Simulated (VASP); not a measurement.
**GaP: relaxation of cell and atoms with r2SCAN**

GaP:

```
Ga P
1.0
     0.00000    2.72581    2.72581
     2.72581    0.00000    2.72581
     2.72581    2.72581    0.00000
Ga P
1 1
Direct
  0.00000 0.00000 0.00000
  0.75000 0.75000 0.75000
```

```json
{"Program": "VASP 6.6.1", "Task": "relaxation of cell and atoms", "Functional": "r2SCAN", "Potentials or basis": "VASP PAW PBE potentials, release 64 (Ga_d, P)", "Cutoff": "600 eV", "k mesh": "8 × 8 × 8", "Occupations": "gaussian, width 0.02 eV", "Spin": "no spin polarisation", "Dipole correction": "no", "Further INCAR settings": "ALGO = Normal; EDIFF = 1e-07; IBRION = 2; EDIFFG = -0.005; NSW = 100; ISIF = 3"}
```

* Relaxed volume: 20.23 Å³/atom
* Relaxed cell: a = 3.853 Å, b = 3.853 Å, c = 3.853 Å, α = 60.00°, β = 60.00°, γ = 60.00°
* Space group after relaxing (to 0.05 Å): F-43m (No. 216)
* Energy gained by relaxing: 0.0 meV/atom
* Ionic steps: 3
* Pressure after relaxing: 0.0 GPa
* Band gap on the k mesh: 1.90 eV, indirect (least direct gap 2.35 eV)

Final structure:
```xyz
2
Lattice="0.0000 2.7247 2.7247 2.7247 0.0000 2.7247 2.7247 2.7247 0.0000" Properties=species:S:1:pos:R:3 pbc="T T T"
Ga    0.0000    0.0000    0.0000
P     4.0870    4.0870    4.0870
```

Levels at points of the mesh, in eV from the valence-band top:
| k point | band 7 | band 8 | band 9 | band 10 | band 11 | band 12 |
| --- | --- | --- | --- | --- | --- | --- |
| (0.00, 0.00, 0.00) | 0.00 | 0.00 | 0.00 | 2.35 | 4.19 | 4.19 |
| (0.50, 0.00, 0.00) | -6.85 | -1.17 | -1.17 | 2.04 | 5.06 | 5.06 |
| (0.50, 0.50, 0.00) | -6.96 | -2.80 | -2.80 | 1.91 | 2.10 | 11.36 |

It took 64 s on 1 thread of Intel(R) Xeon(R) 6975P-C (Granite Rapids), with other jobs on the host, peak memory 0.2 GiB.

Caveat: the PAW data sets were made with another functional, which shifts forces and pressure a little. r2SCAN opens gaps a little over a GGA but as a rule still falls short of measured ones.
